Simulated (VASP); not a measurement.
# WC: single point with PBE

The system is WC.

```
W C
1.0
     0.00000    2.31192    1.96513
     2.31192    0.00000    1.96513
     2.31192    2.31192    0.00000
W C
1 1
Direct
  0.00000 0.00000 0.00000
  0.50000 0.50000 0.50000
```

This cell differs from its parent crystal: ratio of the length along z to the lengths across it x 0.85, volume and fractional coordinates fixed.

- Program: VASP 6.6.1
- Task: single point
- Functional: PBE
- Potentials or basis: VASP PAW PBE potentials, release 64 (W_sv, C)
- Cutoff: 520 eV
- k mesh: 26 × 26 × 26
- Occupations: gaussian, width 0.15 eV
- Spin: no spin polarisation

| Item | Value |
| --- | --- |
| Pressure | 22.8 GPa |
| Band gap on the k mesh | zero (bands 9 and 10 overlap by 3.33 eV) |

Stress tensor (GPa, compression positive):
```
-19.27   0.00   0.00
  0.00 -19.27   0.00
  0.00   0.00 106.82
```

Levels at points of the mesh, in eV from the Fermi level:
```tsv
k point	band 7	band 8	band 9	band 10	band 11	band 12
(0.00, 0.00, 0.00)	-3.14	-1.83	-1.33	-1.33	-1.31	-1.29
(0.50, 0.00, 0.00)	-6.91	-6.83	0.53	2.08	3.08	4.75
(0.50, 0.50, 0.00)	-3.95	-3.21	-3.21	1.32	2.20	2.20
(0.50, 0.00, 0.50)	-5.50	-2.30	-1.53	0.11	1.57	2.80
```

Wall time 95 s on 1 thread of Intel(R) Xeon(R) 6975P-C (Granite Rapids) (shared host), peak memory 0.51 GiB.

Caveat: the stress differs along the axes, from -19 to 107 GPa; spin-orbit coupling is left out, which moves the levels of the heavy elements.
